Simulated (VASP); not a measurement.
# InSb (F-43m) in VASP: further runs

Aim: see how the results for InSb move with the level of theory and the settings. Levels: r2SCAN, PBEsol. Tasks: single point.

Everything below comes from runs of VASP 6.6.1. Logs are shortened: lines on timing, memory, paths and dates and some standing lists are left out, and cuts for length are marked.

**What was measured.**

From “Electronic Structure and Epitaxy of CdTe Shells on InSb Nanowires”, 2021, arxiv:2111.05126, for a bulk crystal of InSb: band gap 0.24 eV.

The results are compared with them further down.

**1. The cell of the first run**

Symmetry: F-43m, No. 216, cubic system. The conventional cell has a = 6.520 Å, b = 6.520 Å, c = 6.520 Å, α = 90.00°, β = 90.00°, γ = 90.00°. In (site symmetry -43m) has 4 Sb at 2.82 Å within 3.7 Å. Within 3.7 Å of Sb (site symmetry -43m) lie 4 In at 2.82 Å.

**2. Single point, r2SCAN**

Input file POSCAR:

```
InSb
1.0
    0.0000000000      3.2599290576      3.2599290576
    3.2599290576      0.0000000000      3.2599290576
    3.2599290576      3.2599290576      0.0000000000
In Sb
1 1
Direct
    0.0000000000      0.0000000000      0.0000000000
    0.2500000000      0.2500000000      0.2500000000
```

Input file INCAR.step1:

```
SYSTEM = InSb
ALGO = Normal ; EDIFF = 1E-4
ENCUT = 520 ; GGA = PE
ISMEAR = 0 ; LASPH = .True.
LCHARG = .False. ; LREAL = .False.
LWAVE = .True. ; NBANDS = 16
NELM = 80 ; PREC = Accurate
SIGMA = 0.1
```

Input file INCAR.step2:

```
SYSTEM = InSb
ALGO = Normal ; EDIFF = 1E-6
ENCUT = 520 ; ISIF = 2
ISMEAR = 0 ; ISTART = 1
LASPH = .True. ; LCHARG = .False.
LMIXTAU = .True. ; LREAL = .False.
LWAVE = .False. ; METAGGA = R2SCAN
NBANDS = 16 ; NELM = 80
PREC = Accurate ; SIGMA = 0.1
```

Input file KPOINTS:

```
k-points
0
Gamma
  12 12 12
  0 0 0
```

Potentials or basis: VASP PAW PBE potentials, release 64 (In_d, Sb).

On the command line:

```
cat potpaw_PBE.64/In_d/POTCAR potpaw_PBE.64/Sb/POTCAR > POTCAR
cp INCAR.step1 INCAR
mpirun -np 1 vasp_std > vasp.out
cp INCAR.step2 INCAR
mpirun -np 1 vasp_std > vasp.out
```

OUTCAR:

```text
SYSTEM = InSb
   EDIFF = 1E-6
   ENCUT = 520
   ISIF = 2
   ISMEAR = 0
   ISTART = 1
   LASPH = .True.
   LREAL = .False.
   METAGGA = R2SCAN
   NELM = 80
   PREC = Accurate

 ion  position               nearest neighbor table
   1  0.000  0.000  0.000-   2 2.82   2 2.82   2 2.82   2 2.82
   2  0.250  0.250  0.250-   1 2.82   1 2.82   1 2.82   1 2.82

  LATTYP: Found a face centered cubic cell.
 ALAT       =     6.5198581152

  Lattice vectors:

 A1 = (   0.0000000000,   3.2599290576,   3.2599290576)
 A2 = (   3.2599290576,   0.0000000000,   3.2599290576)
 A3 = (   3.2599290576,   3.2599290576,   0.0000000000)

Analysis of symmetry for initial positions (statically):
=====================================================================
 Subroutine PRICEL returns:
 Original cell was already a primitive cell.

 Routine SETGRP: Setting up the symmetry group for a
 face centered cubic supercell.

 Subroutine GETGRP returns: Found 24 space group operations
 (whereof 24 operations were pure point group operations)
 out of a pool of 48 trial point group operations.

The static configuration has the point symmetry T_d .

Analysis of symmetry for dynamics (positions and initial velocities):
=====================================================================
 Subroutine PRICEL returns:
 Original cell was already a primitive cell.

 Routine SETGRP: Setting up the symmetry group for a
 face centered cubic supercell.

 Subroutine GETGRP returns: Found 24 space group operations
 (whereof 24 operations were pure point group operations)
 out of a pool of 48 trial point group operations.

The dynamic configuration has the point symmetry T_d .

 Subroutine INISYM returns: Found 24 space group operations
 (whereof 24 operations are pure point group operations),
 and found     1 'primitive' translations

----------------------------------------------------------------------------------------

                                     Primitive cell

  volume of cell :      69.2874

  direct lattice vectors                    reciprocal lattice vectors
     0.000000000  3.259929058  3.259929058    -0.153377571  0.153377571  0.153377571
     3.259929058  0.000000000  3.259929058     0.153377571 -0.153377571  0.153377571
     3.259929058  3.259929058  0.000000000     0.153377571  0.153377571 -0.153377571

  length of vectors
     4.610235886  4.610235886  4.610235886     0.265657745  0.265657745  0.265657745

  position of ions in fractional coordinates (direct lattice)
     0.000000000  0.000000000  0.000000000
     0.250000000  0.250000000  0.250000000

  ion indices of the primitive-cell ions
   primitive index   ion index
                 1           1
                 2           2

----------------------------------------------------------------------------------------

 KPOINTS: k-points

Automatic generation of k-mesh.
 Grid dimensions read from file:
 generate k-points for:   12   12   12

 Generating k-lattice:

  Cartesian coordinates                     Fractional coordinates (reciprocal lattice)
    -0.012781464  0.012781464  0.012781464     0.083333333  0.000000000  0.000000000
     0.012781464 -0.012781464  0.012781464     0.000000000  0.083333333  0.000000000
     0.012781464  0.012781464 -0.012781464     0.000000000  0.000000000  0.083333333

  Length of vectors
     0.022138145  0.022138145  0.022138145

  Shift w.r.t. Gamma in fractional coordinates (k-lattice)
     0.000000000  0.000000000  0.000000000

 Subroutine IBZKPT returns following result:
 ===========================================

 Found     72 irreducible k-points:

 Following reciprocal coordinates:
            Coordinates               Weight
  0.000000  0.000000  0.000000      1.000000
  0.083333  0.000000  0.000000      8.000000
  0.166667  0.000000  0.000000      8.000000
  0.250000  0.000000  0.000000      8.000000
  0.333333  0.000000  0.000000      8.000000
  0.416667  0.000000  0.000000      8.000000
[... 16 lines left out ...]
  0.500000  0.166667  0.000000     24.000000
 -0.416667  0.166667  0.000000     24.000000
 [... further k-points ...]
   k-points           NKPTS =     72   k-points in BZ     NKDIM =     72   number of bands    NBANDS=     16
   number of dos      NEDOS =    301   number of ions     NIONS =      2
   total plane-waves  NPLWV =  46656
   dimension x,y,z NGX =    36 NGY =   36 NGZ =   36
   dimension x,y,z NGXF=    72 NGYF=   72 NGZF=   72
   ions per type =               1   1
   NGX,Y,Z   is equivalent  to a cutoff of  12.98, 12.98, 12.98 a.u.
   NGXF,Y,Z  is equivalent  to a cutoff of  25.96, 25.96, 25.96 a.u.
 SYSTEM =  InSb
   PREC   = accura    normal or accurate (medium, high low for compatibility)
   ISTART =      1    job   : 0-new  1-cont  2-samecut
   ICHARG =      0    charge: 1-file 2-atom 10-const
   ISPIN  =      1    spin polarized calculation?
   LNONCOLLINEAR =      F non collinear calculations
   LSORBIT =      F    spin-orbit coupling
   LASPH  =      T    aspherical Exc in radial PAW
   ENCUT  =  520.0 eV  38.22 Ry    6.18 a.u.   8.57  8.57  8.57*2*pi/ulx,y,z
   NELM   =     80;   NELMIN=  2; NELMDL=  0     # of ELM steps
   EDIFF  = 0.1E-05   stopping-criterion for ELM
   LREAL  =      F    real-space projection
   EDIFFG = 0.1E-04   stopping-criterion for IOM
   NSW    =      0    number of steps for IOM
   IBRION =     -1    ionic relax: 0-MD 1-quasi-New 2-CG
   NFREE  =      0    steps in history (QN), initial steepest desc. (CG)
   ISIF   =      2    stress and relaxation
   ISYM   =      2    0-nonsym 1-usesym 2-fastsym
   POTIM  = 0.5000    time-step for ionic-motion
   TEBEG  =    0.0;   TEEND  =   0.0 temperature during run
   PSTRESS=    0.0 pullay stress
   NELECT =      18.0000    total number of electrons
   NUPDOWN=      -1.0000    fix difference up-down
   EMIN   =  10.00;   EMAX   =-10.00  energy-range for DOS
   EFERMI =   0.00;   METHOD = LEGACY
   ISMEAR =     0;   SIGMA  =   0.10  broadening in eV -4-tet -1-fermi 0-gaus
   EFERMI_NEDOS =   21; number of points for ismear=-14 and -15
   IALGO  =     38    algorithm
   IMIX   =      4    mixing-type and parameters
     AMIX     =   0.40;   BMIX     =  1.00
     AMIX_MAG =   1.60;   BMIX_MAG =  1.00
  volume/ion in A,a.u.               =      34.64       233.79
  Fermi-wavevector in a.u.,A,eV,Ry     =   1.044594  1.973996 14.846359  1.091177
  Thomas-Fermi vector in A             =   2.179353
   LORBIT       =      0    0 simple, 1 ext, 2 COOP (PROOUT), +10 PAW based schemes
   METAGGA = R2SCAN    functional components
   LHFCALC =     F    Hartree Fock is set to
   AEXX    =    0.0000 exact exchange contribution
   IVDW    =     0    specifies the selected vdW correction
   LEPSILON=     F    determine dielectric tensor
   LRPA    =     F    only Hartree local field effects (RPA)
 non-spin polarized calculation
 Gauss-broadening in eV      SIGMA  =   0.10
  energy-cutoff  :      520.00
  volume of cell :       69.29
 maximum number of plane-waves:      1892
 NGX is ok and might be reduce to    36
   NGX = 17   NGY = 17   NGZ = 17

 number of electron      17.9999994 magnetization

 Free energy of the ion-electron system (eV)
  ---------------------------------------------------
  ext. energy  EPLUGINS =         0.00000000
  ---------------------------------------------------
  free energy    TOTEN  =       -48.76571722 eV

  energy without entropy =      -48.76562935  energy(sigma->0) =      -48.76567328

 E-fermi :   4.8161     XC(G=0):  -9.1584

 val. band max:        4.7215574974   @ k =   0.0000   0.0000   0.0000
 cond. band min:       4.8449638751   @ k =   0.0000   0.0000   0.0000
 fundamental gap:      0.1234063777
 Fermi energy:         4.8161427956

 k-point     1 :       0.0000    0.0000    0.0000
  band No.  band energies     occupation
      1     -10.3326      2.00000
      2     -10.3326      2.00000
      3     -10.3326      2.00000
      4     -10.2363      2.00000
      5     -10.2363      2.00000
      6      -6.2770      2.00000
[... 8 lines left out ...]
     15      13.3868      0.00000
     16      13.3868      0.00000

 k-point     2 :       0.0833    0.0000    0.0000
  band No.  band energies     occupation
      1     -10.3359      2.00000
      2     -10.3311      2.00000
      3     -10.3311      2.00000
      4     -10.2364      2.00000
      5     -10.2364      2.00000
      6      -6.2116      2.00000
[... 8 lines left out ...]
     15      12.8887      0.00000
     16      12.8887      0.00000

 k-point     3 :       0.1667    0.0000    0.0000
  band No.  band energies     occupation
      1     -10.3448      2.00000
      2     -10.3270      2.00000
      3     -10.3270      2.00000
      4     -10.2366      2.00000
      5     -10.2366      2.00000
      6      -6.0207      2.00000
[... 8 lines left out ...]
     15      12.4480      0.00000
     16      12.4480      0.00000

 k-point     4 :       0.2500    0.0000    0.0000
  band No.  band energies     occupation
      1     -10.3567      2.00000
      2     -10.3218      2.00000
      3     -10.3218      2.00000
      4     -10.2365      2.00000
      5     -10.2365      2.00000
      6      -5.7223      2.00000
[... 8 lines left out ...]
     15      12.4210      0.00000
     16      12.4210      0.00000
[... 324 lines left out ...]
 k-point    22 :       0.4167    0.1667    0.0000
  band No.  band energies     occupation
      1     -10.3822      2.00000
      2     -10.3099      2.00000
      3     -10.3073      2.00000
      4     -10.2419      2.00000
      5     -10.2324      2.00000
      6      -5.0387      2.00000
[... 8 lines left out ...]
     15      13.8157      0.00000
     16      14.4479      0.00000

 k-point    23 :       0.5000    0.1667    0.0000
  band No.  band energies     occupation
      1     -10.3864      2.00000
      2     -10.3084      2.00000
      3     -10.3059      2.00000
      4     -10.2401      2.00000
      5     -10.2333      2.00000
      6      -4.7610      2.00000
[... 8 lines left out ...]
     15      14.2642      0.00000
     16      14.4987      0.00000

 k-point    24 :      -0.4167    0.1667    0.0000
  band No.  band energies     occupation
      1     -10.3859      2.00000
      2     -10.3083      2.00000
      3     -10.3069      2.00000
      4     -10.2379      2.00000
      5     -10.2352      2.00000
      6      -4.7173      2.00000
[... 8 lines left out ...]
     15      13.4185      0.00000
     16      13.7952      0.00000

 [... further k-points ...]

------------------------ aborting loop because EDIFF is reached ----------------------------------------

  FORCE on cell =-STRESS in cart. coord.  units (eV):
  Direction    XX          YY          ZZ          XY          YZ          ZX
  --------------------------------------------------------------------------------------
  -------------------------------------------------------------------------------------
  Total        0.3185616      0.3185616      0.3185616      0.0000000      0.0000000      0.0000000
  in kB        7.3663033      7.3663033      7.3663033      0.0000000      0.0000000      0.0000000
  external PRESSURE =       7.3663033 kB  Pullay stress =       0.0000000 kB

 VOLUME and BASIS-vectors are now :
 -----------------------------------------------------------------------------
  energy-cutoff  :      520.00
  volume of cell :       69.29
      direct lattice vectors                 reciprocal lattice vectors
     0.000000000  3.259929058  3.259929058    -0.153377571  0.153377571  0.153377571
     3.259929058  0.000000000  3.259929058     0.153377571 -0.153377571  0.153377571
     3.259929058  3.259929058  0.000000000     0.153377571  0.153377571 -0.153377571

 POSITION                                       TOTAL-FORCE (eV/Angst)
 -----------------------------------------------------------------------------------
      0.00000      0.00000      0.00000         0.000000      0.000000     -0.000000
      1.62996      1.62996      1.62996        -0.000000     -0.000000      0.000000
 -----------------------------------------------------------------------------------
    total drift:                               -0.000001     -0.000001     -0.000001

  FREE ENERGIE OF THE ION-ELECTRON SYSTEM (eV)
  ---------------------------------------------------
  free  energy   TOTEN  =       -48.7657172239 eV

  energy  without entropy=      -48.7656293450  energy(sigma->0) =      -48.76567328
```

Wall time 5 min (1 thread of Intel Xeon 8259CL, shared host); peak memory 0.27 GiB.

What came out:

```yaml
Free_energy: -48.7657 eV
Pressure: 0.7 GPa
Band_gap_on_the_k_mesh: 0.12 eV
```

Levels at points of the mesh, in eV from the valence-band top:
```tsv
k point	band 6	band 7	band 8	band 9	band 10	band 11	band 12	band 13
(0.00, 0.00, 0.00)	-11.00	0.00	0.00	0.00	0.12	3.22	3.22	3.22
(0.50, 0.00, 0.00)	-9.60	-5.68	-1.02	-1.02	0.80	4.10	4.10	6.48
(0.50, 0.50, 0.00)	-8.97	-5.99	-2.29	-2.29	1.56	1.60	8.62	8.62
```

Caveat: the PAW data sets were made with another functional, which shifts forces and pressure a little; spin-orbit coupling is left out, which moves the levels of the heavy elements.

**3. Single point, PBEsol, non-collinear spin, zero start, spin-orbit coupling**

Input file INCAR:

```
SYSTEM = InSb
  ALGO = Normal
  EDIFF = 1E-6
  ENCUT = 520
  GGA = PS
  GGA_COMPAT = .False.
  ISIF = 2
  ISMEAR = 0
  LASPH = .True.
  LCHARG = .False.
  LORBIT = 11
  LORBMOM = .True.
  LREAL = .False.
  LSORBIT = .True.
  LWAVE = .False.
  MAGMOM = 0 0 0 0 0 0
  NBANDS = 30
  NELM = 150
  PREC = Accurate
  SIGMA = 0.1
```

KPOINTS is that of step 2.

POSCAR is that of step 2.

Potentials or basis: VASP PAW PBE potentials, release 64 (In_d, Sb).

On the command line:

```
cat potpaw_PBE.64/In_d/POTCAR potpaw_PBE.64/Sb/POTCAR > POTCAR
mpirun -np 1 vasp_ncl > vasp.out
```

Run time: 11 min. Hardware: 1 thread of Intel Xeon 8259CL, shared host; peak memory 0.62 GiB.

It converged, with:

```yaml
Free_energy: -7.8031 eV
Pressure: 0.0 GPa
Net_moment: 0.00 μB per cell
Valence_electrons_inside_the_program's_atomic_spheres: In 11.44; Sb 2.48
```

Moments on the atoms (μB; x, y, z):
```
In  0.00 0.00 0.00
Sb  0.00 0.00 0.00
```

Caveat: the PAW data sets were made with another functional, which shifts forces and pressure a little.

**4. How close it comes**

Step 2. A measured gap of InSb is 0.24 eV (quoted in “Electronic Structure and Epitaxy of CdTe Shells on InSb Nanowires”, 2021, arxiv:2111.05126); the calculated 0.12 eV misses it by -0.12 eV. Spin-orbit coupling on In, Sb is left out. The value is that of r2SCAN, without temperature or zero-point motion.
